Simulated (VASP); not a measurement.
# I (Fmmm) in VASP: further runs

I is run at these levels: PBEsol, r2SCAN, PBE+D3(BJ), BLYP; tasks: relaxation of cell and atoms, single point.

Program: VASP 6.6.1. These are calculated values, not measurements. Logs are shortened: lines on timing, memory, paths and dates and some standing lists are left out, and cuts for length are marked.

### 1 The cell of the first run

It takes space group Fmmm (No. 69, orthorhombic). Conventional cell: a = 4.384 Å, b = 4.731 Å, c = 7.820 Å, α = 90.00°, β = 90.00°, γ = 90.00°. I (site symmetry mmm) has 4 I at 3.23 Å within 4.2 Å.

### 2 Relaxation of cell and atoms, PBEsol, target pressure 20 GPa, at which the enthalpy is minimised

Input file INCAR:

```
PREC = Accurate
ENCUT = 600
EDIFF = 1E-6
ISMEAR = -1
SIGMA = 0.05
LREAL = False
LASPH = True
NELM = 80
ALGO = Normal
ISIF = 3
LWAVE = False
LCHARG = False
GGA = PS
IBRION = 2
NSW = 60
EDIFFG = -0.01
PSTRESS = 200.0
```

Input file KPOINTS:

```
Automatic mesh
0
Gamma
  9 9 9
```

Input file POSCAR:

```
I
1.0
    0.0000000000      2.3656004428      3.9098401324
    2.1922454667      0.0000000000      3.9098401324
    2.1922454667      2.3656004428      0.0000000000
I
1
Direct
    0.0000000000      0.0000000000      0.0000000000
```

Potentials or basis: VASP PAW PBE potentials, release 64 (I).

On the command line:

```sh
$ cat potpaw_PBE.64/I/POTCAR > POTCAR
$ mpirun -np 1 vasp_std > vasp.out
```

OUTCAR:

```text
PREC = Accurate
   ENCUT = 600
   EDIFF = 1E-6
   ISMEAR = -1
   LREAL = False
   LASPH = True
   NELM = 80
   ISIF = 3
   GGA = PS
   IBRION = 2
   NSW = 60
   EDIFFG = -0.01
   PSTRESS = 200.0

 ion  position               nearest neighbor table
   1  0.000  0.000  0.000-

  LATTYP: Found a face centered orthorhombic cell.
 ALAT       =     4.3844909334
 B/A-ratio  =     1.0790764441
 C/A-ratio  =     1.7834864717

  Lattice vectors:

 A1 = (   0.0000000000,   2.3656004428,   3.9098401324)
 A2 = (   2.1922454667,   0.0000000000,   3.9098401324)
 A3 = (   2.1922454667,   2.3656004428,   0.0000000000)

Analysis of symmetry for initial positions (statically):
=====================================================================
 Subroutine PRICEL returns:
 Original cell was already a primitive cell.

 Routine SETGRP: Setting up the symmetry group for a
 face centered orthorhombic supercell.

 Subroutine GETGRP returns: Found  8 space group operations
 (whereof  8 operations were pure point group operations)
 out of a pool of  8 trial point group operations.

The static configuration has the point symmetry D_2h.

Analysis of symmetry for dynamics (positions and initial velocities):
=====================================================================
 Subroutine PRICEL returns:
 Original cell was already a primitive cell.

 Routine SETGRP: Setting up the symmetry group for a
 face centered orthorhombic supercell.

 Subroutine GETGRP returns: Found  8 space group operations
 (whereof  8 operations were pure point group operations)
 out of a pool of  8 trial point group operations.

The dynamic configuration has the point symmetry D_2h.

 Subroutine INISYM returns: Found  8 space group operations
 (whereof  8 operations are pure point group operations),
 and found     1 'primitive' translations

----------------------------------------------------------------------------------------

                                     Primitive cell

  volume of cell :      40.5527

  direct lattice vectors                    reciprocal lattice vectors
     0.000000000  2.365600443  3.909840132    -0.228076649  0.211362828  0.127882467
     2.192245467  0.000000000  3.909840132     0.228076649 -0.211362828  0.127882467
     2.192245467  2.365600443  0.000000000     0.228076649  0.211362828 -0.127882467

  length of vectors
     4.569782852  4.482498193  3.225214046     0.336224818  0.336224818  0.336224818

  position of ions in fractional coordinates (direct lattice)
     0.000000000  0.000000000  0.000000000

  ion indices of the primitive-cell ions
   primitive index   ion index
                 1           1
[... 58 lines left out ...]
   dimension x,y,z NGXF=    80 NGYF=   72 NGZF=   56
   ions per type =               1
   NGX,Y,Z   is equivalent  to a cutoff of  14.55, 13.35, 14.43 a.u.
   NGXF,Y,Z  is equivalent  to a cutoff of  29.10, 26.70, 28.87 a.u.
 SYSTEM =  unknown system
   PREC   = accura    normal or accurate (medium, high low for compatibility)
   ISTART =      0    job   : 0-new  1-cont  2-samecut
   ICHARG =      2    charge: 1-file 2-atom 10-const
   ISPIN  =      1    spin polarized calculation?
   LNONCOLLINEAR =      F non collinear calculations
   LSORBIT =      F    spin-orbit coupling
   LASPH  =      T    aspherical Exc in radial PAW
   ENCUT  =  600.0 eV  44.10 Ry    6.64 a.u.   9.13  8.95  6.44*2*pi/ulx,y,z
   NELM   =     80;   NELMIN=  2; NELMDL= -5     # of ELM steps
   EDIFF  = 0.1E-05   stopping-criterion for ELM
   LREAL  =      F    real-space projection
   EDIFFG = -.1E-01   stopping-criterion for IOM
   NSW    =     60    number of steps for IOM
   IBRION =      2    ionic relax: 0-MD 1-quasi-New 2-CG
   NFREE  =      1    steps in history (QN), initial steepest desc. (CG)
   ISIF   =      3    stress and relaxation
   ISYM   =      2    0-nonsym 1-usesym 2-fastsym
   POTIM  = 0.5000    time-step for ionic-motion
   TEBEG  =    0.0;   TEEND  =   0.0 temperature during run
   PSTRESS=  200.0 pullay stress
   NELECT =       7.0000    total number of electrons
   NUPDOWN=      -1.0000    fix difference up-down
   EMIN   =  10.00;   EMAX   =-10.00  energy-range for DOS
   EFERMI =   0.00;   METHOD = LEGACY
   ISMEAR =    -1;   SIGMA  =   0.05  broadening in eV -4-tet -1-fermi 0-gaus
   EFERMI_NEDOS =   21; number of points for ismear=-14 and -15
   IALGO  =     38    algorithm
   IMIX   =      4    mixing-type and parameters
     AMIX     =   0.40;   BMIX     =  1.00
     AMIX_MAG =   1.60;   BMIX_MAG =  1.00
  volume/ion in A,a.u.               =      40.55       273.66
  Fermi-wavevector in a.u.,A,eV,Ry     =   0.911523  1.722529 11.304731  0.830874
  Thomas-Fermi vector in A             =   2.035812
   LORBIT       =      0    0 simple, 1 ext, 2 COOP (PROOUT), +10 PAW based schemes
   GGA     = PS    functional components
   LHFCALC =     F    Hartree Fock is set to
   AEXX    =    0.0000 exact exchange contribution
   IVDW    =     0    specifies the selected vdW correction
   LEPSILON=     F    determine dielectric tensor
   LRPA    =     F    only Hartree local field effects (RPA)
 conjugate gradient relaxation of ions
 non-spin polarized calculation
  energy-cutoff  :      600.00
  volume of cell :       40.55
 maximum number of plane-waves:      1376
 NGX is ok and might be reduce to    40
   NGX = 19   NGY = 17   NGZ = 13

--------------------------------------- Ionic step        1  -------------------------------------------

 number of electron       6.9999999 magnetization

 Free energy of the ion-electron system (eV)
  ---------------------------------------------------
  ext. energy  EPLUGINS =         0.00000000
  ---------------------------------------------------
  free energy    TOTEN  =        -1.65694748 eV

  energy without entropy =       -1.65177040  energy(sigma->0) =       -1.65435894

 E-fermi :   3.3697     XC(G=0):  -8.4416

 val. band max:        3.3656740309   @ k =  -0.2222   0.0000   0.1111
 cond. band min:       3.4022680096   @ k =  -0.1111   0.1111   0.1111
 fundamental gap:      0.0365939787
 Fermi energy:         3.3696711978
[... 836 lines left out ...]
 k-point    24 :       0.4444    0.4444    0.0000
  band No.  band energies     occupation
      1      -4.8778      2.00000
      2       2.5093      2.00000
      3      10.2467      1.03093
      4      10.9098      0.00000
      5      15.7304      0.00000
      6      16.4318      0.00000
      7      28.7560      0.00000

 [... further k-points ...]

[... ionic steps 4 to 22 ...]

--------------------------------------- Ionic step       23  -------------------------------------------

 number of electron       7.0000000 magnetization

------------------------ aborting loop because EDIFF is reached ----------------------------------------
[... 69 lines left out ...]
--------------------------------------- Ionic step       25  -------------------------------------------

 number of electron       7.0000000 magnetization

 Free energy of the ion-electron system (eV)
  ---------------------------------------------------
  ext. energy  EPLUGINS =         0.00000000
  ---------------------------------------------------
  free energy    TOTEN  =        -1.18398675 eV

  energy without entropy =       -1.18067602  energy(sigma->0) =       -1.18233138

 E-fermi :   9.7512     XC(G=0): -10.8325

 val. band max:        9.7162150347   @ k =   0.2222   0.1111   0.0000
 cond. band min:       9.8300650256   @ k =   0.4444   0.4444   0.0000
 fundamental gap:      0.1138499909
 Fermi energy:         9.7512489706
[... 272 lines left out ...]
  energy  without entropy=       -1.1806760170  energy(sigma->0) =       -1.18233138

  enthalpy is  TOTEN    =         1.9117595548 eV   P V=        3.0957463060

 reached required accuracy - stopping structural energy minimisation
```

CONTCAR:

```text
I
   1.00000000000000
    -0.0000000000000001    2.1063513972144090    2.7907870745354586
     2.1093974973619054    0.0000000000000022    2.7907870745354577
     2.1093974973619067    2.1063513972144099   -0.0000000000000001
  I
     1
Direct
     0.0000000000000000    0.0000000000000000    0.0000000000000000

  0.00000000E+00  0.00000000E+00  0.00000000E+00
```

Wall time 9.6 min (1 thread of Intel Xeon Platinum 8259CL at 2.50GHz (Skylake/Cascade Lake), shared host); peak memory 0.24 GiB.

Results:

```
Free energy                                                : -1.1840 eV
Relaxed volume                                             : 24.80 Å³/atom
Relaxed cell                                               : a = 3.496 Å, b = 3.498 Å, c = 2.981 Å, α = 64.74°, β = 64.81°, γ = 50.45°
Space group after relaxing (to 0.1 Å)                      : I4/mmm (No. 139)
Energy change on relaxing (the run minimises the enthalpy) : +473.0 meV/atom
Ionic steps                                                : 25
Pressure after relaxing                                    : 20.0 GPa
Band gap on the k mesh                                     : zero (an odd number of electrons rules out a gap without spin polarisation)
```

The path:
```
step  energy change (eV)  largest force (eV/Å)  pressure (GPa)  volume (Å³)
   1              0.0000                0.0000           -1.41        40.55
   2              6.6314                0.0000          197.83        16.34
   3              0.2343                0.0000           12.41        30.78
   4              0.3456                0.0000           16.24        29.56
   5              0.4517                0.0000           19.70        28.64
   6              0.5420                0.0000           23.56        24.40
   7              0.5537                0.0000           23.87        24.31
   8              0.3187                0.0000           13.96        26.30
   9              0.4452                0.0000           19.48        25.08
  10              0.4546                0.0000           19.65        24.98
  11              0.4798                0.0000           20.16        24.75
  12              0.4814                0.0000           20.20        24.74
  13              0.4677                0.0000           19.77        24.85
  14              0.4655                0.0000           19.70        24.87
  15              0.4758                0.0000           20.24        24.78
  16              0.4721                0.0000           20.05        24.81
  17              0.4719                0.0000           20.04        24.81
  18              0.4713                0.0000           20.02        24.82
  19              0.4706                0.0000           19.95        24.82
  20              0.4717                0.0000           19.87        24.81
  21              0.4705                0.0000           19.91        24.82
  22              0.4706                0.0000           19.90        24.82
  23              0.4705                0.0000           19.91        24.82
  24              0.4903                0.0000           20.61        24.66
  25              0.4730                0.0000           19.99        24.80
```

Final structure:
```
CELL_PARAMETERS angstrom
0.00000 2.10635 2.79079
2.10940 0.00000 2.79079
2.10940 2.10635 0.00000
ATOMIC_POSITIONS crystal
I 0.00000 0.00000 0.00000
```

Levels at points of the mesh, in eV from the Fermi level:
| k point | band 1 | band 2 | band 3 | band 4 | band 5 | band 6 | band 7 |
| --- | --- | --- | --- | --- | --- | --- | --- |
| (0.00, 0.00, 0.00) | -16.69 | 0.39 | 1.97 | 1.98 | 7.65 | 7.90 | 10.40 |

Caveat: the cell is relaxed towards a set pressure, so the run minimises the enthalpy, not the energy; the volume moved by over 15 % at a fixed basis, so the end points are rough; the PAW data sets were made with another functional, which shifts forces and pressure a little; spin-orbit coupling is left out, which moves the levels of the heavy elements; an odd number of electrons without spin polarisation forces a metal; a magnetic or distorted state may lie lower.

### 3 Relaxation of cell and atoms, PBEsol, target pressure 30 GPa, at which the enthalpy is minimised

Input file INCAR:

```
SYSTEM = I
PREC = Accurate
ENCUT = 600
EDIFF = 1E-6
ISMEAR = -1
SIGMA = 0.05
LREAL = .False.
LASPH = .True.
NELM = 80
ALGO = Normal
ISIF = 3
LWAVE = .False.
LCHARG = .False.
GGA = PS
IBRION = 2
NSW = 60
EDIFFG = -0.01
PSTRESS = 300.0
```

Input file KPOINTS:

```
regular mesh
0
Gamma
  9 9 9
  0 0 0
```

POSCAR is that of step 2.

Potentials or basis: VASP PAW PBE potentials, release 64 (I).

On the command line:

```sh
$ cat potpaw_PBE.64/I/POTCAR > POTCAR
$ mpirun -np 1 vasp_std > vasp.out
```

OUTCAR:

```text
SYSTEM = I
   PREC = Accurate
   ENCUT = 600
   EDIFF = 1E-6
   ISMEAR = -1
   LREAL = .False.
   LASPH = .True.
   NELM = 80
   ISIF = 3
   GGA = PS
   IBRION = 2
   NSW = 60
   EDIFFG = -0.01
   PSTRESS = 300.0

 ion  position               nearest neighbor table
   1  0.000  0.000  0.000-

  LATTYP: Found a face centered orthorhombic cell.
 ALAT       =     4.3844909334
 B/A-ratio  =     1.0790764441
 C/A-ratio  =     1.7834864717

  Lattice vectors:

 A1 = (   0.0000000000,   2.3656004428,   3.9098401324)
 A2 = (   2.1922454667,   0.0000000000,   3.9098401324)
 A3 = (   2.1922454667,   2.3656004428,   0.0000000000)

Analysis of symmetry for initial positions (statically):
=====================================================================
 Subroutine PRICEL returns:
 Original cell was already a primitive cell.

 Routine SETGRP: Setting up the symmetry group for a
 face centered orthorhombic supercell.

 Subroutine GETGRP returns: Found  8 space group operations
 (whereof  8 operations were pure point group operations)
 out of a pool of  8 trial point group operations.

The static configuration has the point symmetry D_2h.

Analysis of symmetry for dynamics (positions and initial velocities):
=====================================================================
[... 140 lines left out ...]
 non-spin polarized calculation
  energy-cutoff  :      600.00
  volume of cell :       40.55
 maximum number of plane-waves:      1376
 NGX is ok and might be reduce to    40
   NGX = 19   NGY = 17   NGZ = 13

--------------------------------------- Ionic step        1  -------------------------------------------

 number of electron       6.9999999 magnetization

 Free energy of the ion-electron system (eV)
  ---------------------------------------------------
  ext. energy  EPLUGINS =         0.00000000
  ---------------------------------------------------
  free energy    TOTEN  =        -1.65694748 eV

  energy without entropy =       -1.65177040  energy(sigma->0) =       -1.65435894

 E-fermi :   3.3697     XC(G=0):  -8.4416

 val. band max:        3.3656740309   @ k =  -0.2222   0.0000   0.1111
 cond. band min:       3.4022680096   @ k =  -0.1111   0.1111   0.1111
 fundamental gap:      0.0365939787
 Fermi energy:         3.3696711978
[... 836 lines left out ...]
 k-point    24 :       0.4444    0.4444    0.0000
  band No.  band energies     occupation
      1      -7.5072      2.00000
      2       1.6715      2.00000
      3      10.4749      0.00000
      4      10.8662      0.00000
      5      15.4348      0.00000
      6      17.1799      0.00000
      7      22.2111      0.00000

 [... further k-points ...]

[... ionic steps 4 to 23 ...]

--------------------------------------- Ionic step       24  -------------------------------------------

 number of electron       7.0000000 magnetization

------------------------ aborting loop because EDIFF is reached ----------------------------------------
[... 69 lines left out ...]
--------------------------------------- Ionic step       26  -------------------------------------------

 number of electron       7.0000000 magnetization

 Free energy of the ion-electron system (eV)
  ---------------------------------------------------
  ext. energy  EPLUGINS =         0.00000000
  ---------------------------------------------------
  free energy    TOTEN  =        -0.84080845 eV

  energy without entropy =       -0.83748896  energy(sigma->0) =       -0.83914870

 E-fermi :  11.4519     XC(G=0): -11.3111

 val. band max:       11.4140132986   @ k =   0.1111   0.1111   0.0000
 cond. band min:      11.5075798704   @ k =   0.3333  -0.2222   0.1111
 fundamental gap:      0.0935665718
 Fermi energy:        11.4519322281
[... 272 lines left out ...]
  energy  without entropy=       -0.8374889551  energy(sigma->0) =       -0.83914870

  enthalpy is  TOTEN    =         3.3797994606 eV   P V=        4.2206079114

 reached required accuracy - stopping structural energy minimisation
```

OSZICAR:

```text
N       E                     dE             d eps       ncg     rms          rms(c)
DAV:   1     0.240692930399E+02    0.24069E+02   -0.26836E+03  1750   0.793E+02
[... 223 lines left out ...]
DAV:   4    -0.841099713731E+00   -0.17988E-07   -0.18920E-07   987   0.390E-03
  25 F= 0.33798076E+01 E0= 0.33815020E+01  d E =-.124485E-04
       N       E                     dE             d eps       ncg     rms          rms(c)
DAV:   1    -0.840826572305E+00    0.27312E-03   -0.19014E-03  2219   0.276E-01    0.327E-02
DAV:   2    -0.840814941655E+00    0.11631E-04   -0.42152E-05  2072   0.597E-02    0.134E-02
DAV:   3    -0.840808404141E+00    0.65375E-05   -0.16260E-05  2373   0.274E-02    0.323E-03
DAV:   4    -0.840808450738E+00   -0.46597E-07   -0.52814E-07  1155   0.649E-03
  26 F= 0.33797995E+01 E0= 0.33814592E+01  d E =-.205388E-04
```

Run time: 9.9 min. Hardware: 1 thread of Intel Xeon Platinum 8259CL at 2.50GHz (Skylake/Cascade Lake), shared host; peak memory 0.26 GiB.

What came out:

```
Free energy                                                : -0.8408 eV
Relaxed volume                                             : 22.54 Å³/atom
Relaxed cell                                               : a = 3.298 Å, b = 3.297 Å, c = 2.981 Å, α = 63.15°, β = 63.11°, γ = 53.75°
Space group after relaxing (to 0.1 Å)                      : I4/mmm (No. 139)
Energy change on relaxing (the run minimises the enthalpy) : +816.1 meV/atom
Ionic steps                                                : 26
Pressure after relaxing                                    : 30.0 GPa
Band gap on the k mesh                                     : zero (an odd number of electrons rules out a gap without spin polarisation)
```

The path:
| step | energy change (eV) | largest force (eV/Å) | pressure (GPa) | volume (Å³) |
| --- | --- | --- | --- | --- |
| 1 | 0.0000 | 0.0000 | -1.41 | 40.55 |
| 2 | 26.9679 | 0.0000 | 1035.92 | 9.50 |
| 3 | 0.0198 | 0.0000 | 3.27 | 35.36 |
| 4 | 0.1397 | 0.0000 | 8.91 | 32.12 |
| 5 | 1.0122 | 0.0000 | 36.98 | 25.36 |
| 6 | 0.7227 | 0.0000 | 28.24 | 26.77 |
| 7 | 0.9583 | 0.0000 | 36.35 | 22.01 |
| 8 | 0.9130 | 0.0000 | 35.24 | 22.23 |
| 9 | 0.8824 | 0.0000 | 34.48 | 22.38 |
| 10 | 0.8474 | 0.0000 | 33.59 | 22.57 |
| 11 | 0.8646 | 0.0000 | 34.08 | 22.48 |
| 12 | 0.5713 | 0.0000 | 22.60 | 24.14 |
| 13 | 0.7460 | 0.0000 | 29.54 | 23.06 |
| 14 | 0.7482 | 0.0000 | 29.63 | 23.05 |
| 15 | 0.7558 | 0.0000 | 29.78 | 23.00 |
| 16 | 0.7798 | 0.0000 | 30.04 | 22.82 |
| 17 | 0.8436 | 0.0000 | 31.38 | 22.40 |
| 18 | 0.8125 | 0.0000 | 29.94 | 22.57 |
| 19 | 0.8177 | 0.0000 | 30.19 | 22.54 |
| 20 | 0.8151 | 0.0000 | 30.07 | 22.55 |
| 21 | 0.8081 | 0.0000 | 29.77 | 22.58 |
| 22 | 0.8067 | 0.0000 | 29.71 | 22.59 |
| 23 | 0.8200 | 0.0000 | 30.19 | 22.52 |
| 24 | 0.8157 | 0.0000 | 30.04 | 22.54 |
| 25 | 0.8158 | 0.0000 | 30.02 | 22.54 |
| 26 | 0.8161 | 0.0000 | 30.00 | 22.54 |

Final structure:
```yaml
crystal:
  lattice:
    - [0.00000, 2.10893, 2.53604]
    - [2.10724, 0.00000, 2.53604]
    - [2.10724, 2.10893, 0.00000]
  atoms:
    - { symbol: I, position: [0.00000, 0.00000, 0.00000] }
```

Caveat: the cell is relaxed towards a set pressure, so the run minimises the enthalpy, not the energy; the volume moved by over 15 % at a fixed basis, so the end points are rough; the PAW data sets were made with another functional, which shifts forces and pressure a little; spin-orbit coupling is left out, which moves the levels of the heavy elements; an odd number of electrons without spin polarisation forces a metal; a magnetic or distorted state may lie lower.

[end of part 1 of 2]

The gap in the log of VASP goes by the Fermi energy; the results here count the filled bands.